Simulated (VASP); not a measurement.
# Zr3MoF (Pm-3m) in VASP: notebook

Runs on Zr3MoF. Level: PBE. Tasks: single point, relaxation of cell and atoms.

Program: VASP 6.6.1. These are calculated values, not measurements. Logs are shortened: lines on timing, memory, paths and dates and some standing lists are left out, and cuts for length are marked.

## 1. The cell of the first run

It takes space group Pm-3m (No. 221, cubic). Conventional cell: a = 5.064 Å, b = 5.064 Å, c = 5.064 Å, α = 90.00°, β = 90.00°, γ = 90.00°. Within 3.3 Å of Zr (site symmetry 4/mmm) lie 2 Mo at 2.53 Å. Mo (site symmetry m-3m) has 6 Zr at 2.53 Å within 3.3 Å. F (site symmetry m-3m) has 12 Zr at 3.58 Å and 8 Mo at 4.39 Å within 4.7 Å.

## 2. Single point, PBE

INCAR reads:

```
  ALGO = Normal
  EDIFF = 1E-7
  ENCUT = 520
  GGA = PE
  ISIF = 2
  ISMEAR = 0
  LASPH = T
  LCHARG = T
  LELF = T
  LREAL = F
  LVHAR = T
  LWAVE = F
  NBANDS = 36
  NELM = 100
  PREC = Accurate
  SIGMA = 0.1
```

KPOINTS reads:

```
k-points
0
Gamma
  8 8 8
```

POSCAR reads:

```
Zr3MoF
1.0
    5.0643811374      0.0000000000      0.0000000000
    0.0000000000      5.0643811374      0.0000000000
    0.0000000000      0.0000000000      5.0643811374
Zr Mo F
3 1 1
Direct
    0.5000000000      0.0000000000      0.0000000000
    0.0000000000      0.5000000000      0.0000000000
    0.0000000000      0.0000000000      0.5000000000
    0.0000000000      0.0000000000      0.0000000000
    0.5000000000      0.5000000000      0.5000000000
```

Potentials or basis: VASP PAW PBE potentials, release 64 (Zr_sv, Mo_sv, F).

Started as:

```sh
$ cat potpaw_PBE.64/Zr_sv/POTCAR potpaw_PBE.64/Mo_sv/POTCAR potpaw_PBE.64/F/POTCAR > POTCAR
$ mpirun -np 1 vasp_std > vasp.out
```

OUTCAR:

```text
EDIFF = 1E-7
   ENCUT = 520
   GGA = PE
   ISIF = 2
   ISMEAR = 0
   LASPH = T
   LREAL = F
   NELM = 100
   PREC = Accurate

 ion  position               nearest neighbor table
   1  0.500  0.000  0.000-   4 2.53   4 2.53   2 3.58   3 3.58   2 3.58   2 3.58   3 3.58   3 3.58
                             3 3.58   2 3.58
   2  0.000  0.500  0.000-   4 2.53   4 2.53   1 3.58   3 3.58   1 3.58   3 3.58   3 3.58   3 3.58
                             1 3.58   1 3.58
   3  0.000  0.000  0.500-   4 2.53   4 2.53   1 3.58   1 3.58   2 3.58   2 3.58   2 3.58   2 3.58
                             1 3.58   1 3.58
   4  0.000  0.000  0.000-   1 2.53   2 2.53   3 2.53   3 2.53   2 2.53   1 2.53
   5  0.500  0.500  0.500-

  LATTYP: Found a simple cubic cell.
 ALAT       =     5.0643811374

  Lattice vectors:

 A1 = (   5.0643811374,   0.0000000000,   0.0000000000)
 A2 = (   0.0000000000,   5.0643811374,   0.0000000000)
 A3 = (   0.0000000000,   0.0000000000,   5.0643811374)

Analysis of symmetry for initial positions (statically):
=====================================================================
 Subroutine PRICEL returns:
 Original cell was already a primitive cell.

 Routine SETGRP: Setting up the symmetry group for a
 simple cubic supercell.

 Subroutine GETGRP returns: Found 48 space group operations
 (whereof 48 operations were pure point group operations)
 out of a pool of 48 trial point group operations.

The static configuration has the point symmetry O_h .

Analysis of symmetry for dynamics (positions and initial velocities):
=====================================================================
 Subroutine PRICEL returns:
 Original cell was already a primitive cell.

 Routine SETGRP: Setting up the symmetry group for a
 simple cubic supercell.

 Subroutine GETGRP returns: Found 48 space group operations
 (whereof 48 operations were pure point group operations)
 out of a pool of 48 trial point group operations.

The dynamic configuration has the point symmetry O_h .

 Subroutine INISYM returns: Found 48 space group operations
 (whereof 48 operations are pure point group operations),
 and found     1 'primitive' translations

----------------------------------------------------------------------------------------

                                     Primitive cell

  volume of cell :     129.8910

  direct lattice vectors                    reciprocal lattice vectors
     5.064381137  0.000000000  0.000000000     0.197457492  0.000000000  0.000000000
     0.000000000  5.064381137  0.000000000     0.000000000  0.197457492  0.000000000
     0.000000000  0.000000000  5.064381137     0.000000000  0.000000000  0.197457492

  length of vectors
     5.064381137  5.064381137  5.064381137     0.197457492  0.197457492  0.197457492

  position of ions in fractional coordinates (direct lattice)
     0.500000000  0.000000000  0.000000000
     0.000000000  0.500000000  0.000000000
     0.000000000  0.000000000  0.500000000
     0.000000000  0.000000000  0.000000000
     0.500000000  0.500000000  0.500000000

  ion indices of the primitive-cell ions
   primitive index   ion index
                 1           1
                 2           2
                 3           3
                 4           4
                 5           5

----------------------------------------------------------------------------------------

 KPOINTS: k-points

Automatic generation of k-mesh.
 Grid dimensions read from file:
 generate k-points for:    8    8    8

 Generating k-lattice:

  Cartesian coordinates                     Fractional coordinates (reciprocal lattice)
     0.024682187  0.000000000  0.000000000     0.125000000  0.000000000  0.000000000
     0.000000000  0.024682187  0.000000000     0.000000000  0.125000000  0.000000000
     0.000000000  0.000000000  0.024682187     0.000000000  0.000000000  0.125000000

  Length of vectors
     0.024682187  0.024682187  0.024682187

  Shift w.r.t. Gamma in fractional coordinates (k-lattice)
     0.000000000  0.000000000  0.000000000

 Subroutine IBZKPT returns following result:
 ===========================================

 Found     35 irreducible k-points:

 Following reciprocal coordinates:
            Coordinates               Weight
  0.000000  0.000000  0.000000      1.000000
  0.125000  0.000000  0.000000      6.000000
  0.250000  0.000000  0.000000      6.000000
  0.375000  0.000000  0.000000      6.000000
  0.500000  0.000000  0.000000      3.000000
  0.125000  0.125000  0.000000     12.000000
[... 16 lines left out ...]
  0.375000  0.375000  0.125000     24.000000
  0.500000  0.375000  0.125000     24.000000
 [... further k-points ...]
   k-points           NKPTS =     35   k-points in BZ     NKDIM =     35   number of bands    NBANDS=     36
   number of dos      NEDOS =    301   number of ions     NIONS =      5
   total plane-waves  NPLWV =  64000
   dimension x,y,z NGX =    40 NGY =   40 NGZ =   40
   dimension x,y,z NGXF=    80 NGYF=   80 NGZF=   80
   ions per type =               3   1   1
   NGX,Y,Z   is equivalent  to a cutoff of  13.13, 13.13, 13.13 a.u.
   NGXF,Y,Z  is equivalent  to a cutoff of  26.26, 26.26, 26.26 a.u.
 SYSTEM =  unknown system
   PREC   = accura    normal or accurate (medium, high low for compatibility)
   ISTART =      0    job   : 0-new  1-cont  2-samecut
   ICHARG =      2    charge: 1-file 2-atom 10-const
   ISPIN  =      1    spin polarized calculation?
   LNONCOLLINEAR =      F non collinear calculations
   LSORBIT =      F    spin-orbit coupling
   LASPH  =      T    aspherical Exc in radial PAW
   ENCUT  =  520.0 eV  38.22 Ry    6.18 a.u.   9.42  9.42  9.42*2*pi/ulx,y,z
   NELM   =    100;   NELMIN=  2; NELMDL= -5     # of ELM steps
   EDIFF  = 0.1E-06   stopping-criterion for ELM
   LREAL  =      F    real-space projection
   EDIFFG = 0.1E-05   stopping-criterion for IOM
   NSW    =      0    number of steps for IOM
   IBRION =     -1    ionic relax: 0-MD 1-quasi-New 2-CG
   NFREE  =      0    steps in history (QN), initial steepest desc. (CG)
   ISIF   =      2    stress and relaxation
   ISYM   =      2    0-nonsym 1-usesym 2-fastsym
   POTIM  = 0.5000    time-step for ionic-motion
   TEBEG  =    0.0;   TEEND  =   0.0 temperature during run
   PSTRESS=    0.0 pullay stress
   NELECT =      57.0000    total number of electrons
   NUPDOWN=      -1.0000    fix difference up-down
   EMIN   =  10.00;   EMAX   =-10.00  energy-range for DOS
   EFERMI =   0.00;   METHOD = LEGACY
   ISMEAR =     0;   SIGMA  =   0.10  broadening in eV -4-tet -1-fermi 0-gaus
   EFERMI_NEDOS =   21; number of points for ismear=-14 and -15
   IALGO  =     38    algorithm
   IMIX   =      4    mixing-type and parameters
     AMIX     =   0.40;   BMIX     =  1.00
     AMIX_MAG =   1.60;   BMIX_MAG =  1.00
  volume/ion in A,a.u.               =      25.98       175.31
  Fermi-wavevector in a.u.,A,eV,Ry     =   1.244056  2.350926 21.057415  1.547676
  Thomas-Fermi vector in A             =   2.378340
   LORBIT       =      0    0 simple, 1 ext, 2 COOP (PROOUT), +10 PAW based schemes
   GGA     = PE    functional components
   LHFCALC =     F    Hartree Fock is set to
   AEXX    =    0.0000 exact exchange contribution
   IVDW    =     0    specifies the selected vdW correction
   LEPSILON=     F    determine dielectric tensor
   LRPA    =     F    only Hartree local field effects (RPA)
 non-spin polarized calculation
 Gauss-broadening in eV      SIGMA  =   0.10
  energy-cutoff  :      520.00
  volume of cell :      129.89
 maximum number of plane-waves:      3532
 NGX is ok and might be reduce to    40
   NGX = 19   NGY = 19   NGZ = 19

 number of electron      57.0000016 magnetization

 Free energy of the ion-electron system (eV)
  ---------------------------------------------------
  ext. energy  EPLUGINS =         0.00000000
  ---------------------------------------------------
  free energy    TOTEN  =       -35.39341030 eV

  energy without entropy =      -35.35747753  energy(sigma->0) =      -35.37544392

 E-fermi :   5.2351     XC(G=0):  -9.5906

 val. band max:        5.2228754150   @ k =   0.3750   0.3750   0.1250
 cond. band min:       5.2437824982   @ k =   0.5000   0.5000   0.1250
 fundamental gap:      0.0209070832
 Fermi energy:         5.2350721496

 k-point     1 :       0.0000    0.0000    0.0000
  band No.  band energies     occupation
      1     -54.4976      2.00000
      2     -44.1005      2.00000
      3     -44.0824      2.00000
      4     -44.0824      2.00000
      5     -28.9552      2.00000
      6     -28.9552      2.00000
[... 28 lines left out ...]
     35       8.0713      0.00000
     36       8.4831      0.00000

 k-point     2 :       0.1250    0.0000    0.0000
  band No.  band energies     occupation
      1     -54.4975      2.00000
      2     -44.1005      2.00000
      3     -44.0841      2.00000
      4     -44.0824      2.00000
      5     -28.9549      2.00000
      6     -28.9549      2.00000
[... 28 lines left out ...]
     35       7.7002      0.00000
     36       8.3285      0.00000

 k-point     3 :       0.2500    0.0000    0.0000
  band No.  band energies     occupation
      1     -54.4971      2.00000
      2     -44.1004      2.00000
      3     -44.0884      2.00000
      4     -44.0824      2.00000
      5     -28.9542      2.00000
      6     -28.9542      2.00000
[... 28 lines left out ...]
     35       7.0363      0.00000
     36       7.8961      0.00000

 k-point     4 :       0.3750    0.0000    0.0000
  band No.  band energies     occupation
      1     -54.4967      2.00000
      2     -44.1003      2.00000
      3     -44.0926      2.00000
      4     -44.0824      2.00000
      5     -28.9535      2.00000
      6     -28.9535      2.00000
[... 28 lines left out ...]
     35       7.0428      0.00000
     36       7.3441      0.00000

 k-point     5 :       0.5000    0.0000    0.0000
  band No.  band energies     occupation
      1     -54.4966      2.00000
      2     -44.1002      2.00000
      3     -44.0944      2.00000
      4     -44.0824      2.00000
      5     -28.9532      2.00000
      6     -28.9532      2.00000
[... 655 lines left out ...]
 k-point    22 :       0.5000    0.2500    0.1250
  band No.  band energies     occupation
      1     -54.4959      2.00000
      2     -44.1002      2.00000
      3     -44.0967      2.00000
      4     -44.0877      2.00000
      5     -28.9293      2.00000
      6     -28.8740      2.00000
[... 28 lines left out ...]
     35       7.1096      0.00000
     36       7.4206      0.00000

 k-point    23 :       0.3750    0.3750    0.1250
  band No.  band energies     occupation
      1     -54.4957      2.00000
      2     -44.1002      2.00000
      3     -44.0976      2.00000
      4     -44.0892      2.00000
      5     -28.9289      2.00000
      6     -28.8169      2.00000
[... 28 lines left out ...]
     35       7.0822      0.00000
     36       7.5028      0.00000

 k-point    24 :       0.5000    0.3750    0.1250
  band No.  band energies     occupation
      1     -54.4955      2.00000
      2     -44.1002      2.00000
      3     -44.0990      2.00000
      4     -44.0896      2.00000
      5     -28.9286      2.00000
      6     -28.8165      2.00000
[... 28 lines left out ...]
     35       7.0637      0.00000
     36       7.2700      0.00000

 [... further k-points ...]
[... 5 lines left out ...]
  --------------------------------------------------------------------------------------
  -------------------------------------------------------------------------------------
  Total        0.0663346      0.0663346      0.0663346      0.0000000      0.0000000      0.0000000
  in kB        0.8182222      0.8182222      0.8182222      0.0000000      0.0000000      0.0000000
  external PRESSURE =       0.8182222 kB  Pullay stress =       0.0000000 kB

 VOLUME and BASIS-vectors are now :
 -----------------------------------------------------------------------------
  energy-cutoff  :      520.00
  volume of cell :      129.89
      direct lattice vectors                 reciprocal lattice vectors
     5.064381137  0.000000000  0.000000000     0.197457492  0.000000000  0.000000000
     0.000000000  5.064381137  0.000000000     0.000000000  0.197457492  0.000000000
     0.000000000  0.000000000  5.064381137     0.000000000  0.000000000  0.197457492

 POSITION                                       TOTAL-FORCE (eV/Angst)
 -----------------------------------------------------------------------------------
      2.53219      0.00000      0.00000         0.000000      0.000000      0.000000
      0.00000      2.53219      0.00000         0.000000      0.000000      0.000000
      0.00000      0.00000      2.53219         0.000000      0.000000      0.000000
      0.00000      0.00000      0.00000         0.000000      0.000000      0.000000
      2.53219      2.53219      2.53219         0.000000      0.000000      0.000000
 -----------------------------------------------------------------------------------
    total drift:                                0.000000      0.000000     -0.000000

  FREE ENERGIE OF THE ION-ELECTRON SYSTEM (eV)
  ---------------------------------------------------
  free  energy   TOTEN  =       -35.3934103012 eV

  energy  without entropy=      -35.3574775300  energy(sigma->0) =      -35.37544392
```

It took 1.7 min on 1 thread of Intel Xeon Platinum 8375C at 2.90GHz (Ice Lake), shared host; peak memory 0.33 GiB.

What came out:

| Item | Value |
| --- | --- |
| Free energy | -35.3934 eV |
| Pressure | 0.1 GPa |

Caveat: an odd number of electrons without spin polarisation forces a metal; a magnetic or distorted state may lie lower.

## 3. Relaxation of cell and atoms, PBE

This run uses another cell than the first one, of 25.62 Å³/atom, 0.986 times its volume.

INCAR reads:

```
SYSTEM = Zr3MoF
PREC = Accurate
ENCUT = 600
EDIFF = 1E-6
ISMEAR = 0
SIGMA = 0.1
LREAL = .False.
LASPH = .True.
NELM = 100
ALGO = Normal
ISIF = 3
LWAVE = .False.
LCHARG = .False.
GGA = PE
IBRION = 2
NSW = 100
EDIFFG = -0.01
```

KPOINTS reads:

```
Automatic mesh
0
Gamma
  8 8 8
  0 0 0
```

Changes to POSCAR since step 2:

```diff
@@ -2,5 +2,5 @@
 1.0
-    5.0643811374      0.0000000000      0.0000000000
-    0.0000000000      5.0643811374      0.0000000000
-    0.0000000000      0.0000000000      5.0643811374
+    5.0413201719      0.0000000000      0.0000000000
+    0.0000000000      5.0413201719      0.0000000000
+    0.0000000000      0.0000000000      5.0413201719
 Zr Mo F
```

Potentials or basis: VASP PAW PBE potentials, release 64 (Zr_sv, Mo_sv, F).

Started as:

```sh
$ cat potpaw_PBE.64/Zr_sv/POTCAR potpaw_PBE.64/Mo_sv/POTCAR potpaw_PBE.64/F/POTCAR > POTCAR
$ mpirun -np 1 vasp_std > vasp.out
```

Wall time 4.9 min (1 thread of Intel Xeon Platinum 8375C at 2.90GHz (Ice Lake), shared host); peak memory 0.36 GiB.

It converged, with:

```
Free energy                            : -35.3927 eV
Relaxed volume                         : 26.01 Å³/atom
Relaxed cell                           : a = 5.066 Å, b = 5.066 Å, c = 5.066 Å, α = 90.00°, β = 90.00°, γ = 90.00°
Space group after relaxing (to 0.05 Å) : Pm-3m (No. 221)
Energy gained by relaxing              : 1.2 meV/atom
Ionic steps                            : 3
Pressure after relaxing                : 0.0 GPa
```

The path:
```csv
step,energy change (eV),largest force (eV/Å),pressure (GPa),volume (Å³)
1,0.0000,0.0000,1.01,128.12
2,-0.0040,0.0000,-0.56,131.13
3,-0.0060,0.0000,-0.01,130.04
```

Final structure:
```yaml
crystal:
  lattice:
    - [5.06626, 0.00000, 0.00000]
    - [0.00000, 5.06626, 0.00000]
    - [0.00000, 0.00000, 5.06626]
  atoms:
    - { symbol: Zr, position: [0.50000, 0.00000, 0.00000] }
    - { symbol: Zr, position: [0.00000, 0.50000, 0.00000] }
    - { symbol: Zr, position: [0.00000, 0.00000, 0.50000] }
    - { symbol: Mo, position: [0.00000, 0.00000, 0.00000] }
    - { symbol: F, position: [0.50000, 0.50000, 0.50000] }
```

Levels at points of the mesh, in eV from the Fermi level:
```tsv
k point	band 27	band 28	band 29	band 30	band 31	band 32
(0.00, 0.00, 0.00)	-1.09	-0.66	-0.66	1.74	1.74	1.74
(0.50, 0.00, 0.00)	-0.39	-0.09	0.17	0.17	0.26	1.34
(0.50, 0.50, 0.00)	-0.48	-0.22	0.30	0.42	0.42	0.85
(0.50, 0.50, 0.50)	-0.48	0.37	0.37	0.37	0.55	0.61
```

Caveat: an odd number of electrons without spin polarisation forces a metal; a magnetic or distorted state may lie lower.

## 4. Single point, PBE, collinear spin, ferromagnetic start

This run uses another cell than the first one, of 17.86 Å³/atom, 0.688 times its volume.

INCAR reads:

```
PREC = Accurate
ENCUT = 520
EDIFF = 1E-7
ISMEAR = 0
SIGMA = 0.1
LREAL = F
LASPH = T
NELM = 150
ALGO = Normal
ISIF = 2
LWAVE = F
LCHARG = F
ISPIN = 2
MAGMOM = 0 0 0 1 0
LORBIT = 11
LMAXMIX = 4
GGA = PE
NBANDS = 40
```

KPOINTS reads:

```
regular mesh
0
Gamma
  4 4 4
```

Changes to POSCAR since step 3:

```diff
@@ -2,5 +2,5 @@
 1.0
-    5.0413201719      0.0000000000      0.0000000000
-    0.0000000000      5.0413201719      0.0000000000
-    0.0000000000      0.0000000000      5.0413201719
+    4.4699795900      0.0000000000      0.0000000000
+    0.0000000000      4.4699795900      0.0000000000
+    0.0000000000      0.0000000000      4.4699795900
 Zr Mo F
```

Started as:

```sh
$ cat potpaw_PBE.64/Zr_sv/POTCAR potpaw_PBE.64/Mo_sv/POTCAR potpaw_PBE.64/F/POTCAR > POTCAR
$ mpirun -np 1 vasp_std > vasp.out
```

It took 64 s on 1 thread of Intel Xeon Platinum 8375C at 2.90GHz (Ice Lake), shared host; peak memory 0.27 GiB.

Results (log left out):

* Free energy: -30.9685 eV
* Pressure: 51.1 GPa
* Net moment: 0.00 μB per cell
* Valence electrons inside the program's atomic spheres: Zr 10.40; Mo 14.27; F 5.97

Levels at points of the mesh, in eV from the Fermi level:
Spin up:
| k point | band 25 | band 26 | band 27 | band 28 | band 29 | band 30 | band 31 | band 32 |
| --- | --- | --- | --- | --- | --- | --- | --- | --- |
| (0.00, 0.00, 0.00) | -4.18 | -4.08 | -1.45 | -1.45 | -1.32 | 2.32 | 2.32 | 2.32 |
| (0.50, 0.00, 0.00) | -3.24 | -1.18 | -0.73 | 0.06 | 0.12 | 0.12 | 0.70 | 1.56 |
| (0.50, 0.50, 0.00) | -0.97 | -0.97 | -0.76 | 0.48 | 0.48 | 0.87 | 0.92 | 0.97 |
| (0.50, 0.50, 0.50) | -1.60 | -1.60 | -1.33 | 0.06 | 0.06 | 0.06 | 1.48 | 1.48 |
Spin down:
| k point | band 25 | band 26 | band 27 | band 28 | band 29 | band 30 | band 31 | band 32 |
| --- | --- | --- | --- | --- | --- | --- | --- | --- |
| (0.00, 0.00, 0.00) | -4.18 | -4.08 | -1.45 | -1.45 | -1.32 | 2.32 | 2.32 | 2.32 |
| (0.50, 0.00, 0.00) | -3.24 | -1.18 | -0.73 | 0.06 | 0.12 | 0.12 | 0.70 | 1.56 |
| (0.50, 0.50, 0.00) | -0.97 | -0.97 | -0.76 | 0.48 | 0.48 | 0.87 | 0.92 | 0.97 |
| (0.50, 0.50, 0.50) | -1.60 | -1.60 | -1.33 | 0.06 | 0.06 | 0.06 | 1.48 | 1.48 |

(Part 1 of 2 ends here.)
